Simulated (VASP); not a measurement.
Set up this calculation in VASP 6.6.1, as the native input.

```
Task                   : single point
Functional             : PBE
Potentials or basis    : VASP PAW PBE potentials, release 64 (Pb_d, Se)
Cutoff                 : 520 eV
k mesh                 : 10 × 10 × 10
Occupations            : gaussian, width 0.05 eV
Spin                   : no spin polarisation
Dipole correction      : no
Further INCAR settings : ALGO = Normal; EDIFF = 1e-06; NBANDS = 17
```

The structure of PbSe lies in POSCAR:

```
PbSe
1.0
    0.0000000000      3.0192492785      3.1111137785
    3.0192492785      0.0000000000      3.1111137785
    3.0192492785      3.0192492785      0.0000000000
Pb Se
1 1
Direct
    0.0000000000      0.0000000000      0.0000000000
    0.5000000000      0.5000000000      0.5000000000
```

This cell differs from its parent crystal: strained.

These files were run (other wordings do the same):

INCAR

```
SYSTEM = PbSe
PREC     = Accurate       ! precision mode
ENCUT    = 520            ! plane-wave cutoff, eV
EDIFF    = 1E-6           ! SCF threshold, eV
ISMEAR   = 0              ! smearing method
SIGMA    = 0.05           ! smearing width, eV
LREAL    = .False.        ! projectors in reciprocal space
LASPH    = .True.         ! aspherical terms in the spheres
NELM     = 60             ! most SCF steps
ALGO     = Normal         ! electronic algorithm
ISIF     = 2              ! what is computed and relaxed
LWAVE    = .False.        ! write WAVECAR
LCHARG   = .True.         ! write CHGCAR
GGA      = PE             ! functional
LELF     = .True.         ! ELF
LVHAR    = .True.       
NBANDS   = 17             ! bands
```

KPOINTS

```
Automatic mesh
0
Gamma
  10 10 10
  0 0 0
```

Potentials or basis: VASP PAW PBE potentials, release 64 (Pb_d, Se).

The run is started by

```sh
$ cat potpaw_PBE.64/Pb_d/POTCAR potpaw_PBE.64/Se/POTCAR > POTCAR
$ mpirun -np 1 vasp_std > vasp.out
```

Results of the run:

```yaml
Pressure: 3.2 GPa
Band_gap_on_the_k_mesh: 0.23 eV, direct
```

Caveat: the cell differs from its parent crystal (strained); spin-orbit coupling is left out, which moves the levels of the heavy elements.

Run time: 66 s on 1 thread of Intel(R) Xeon(R) Platinum 8488C (Sapphire Rapids) (shared host), peak memory 0.24 GiB.
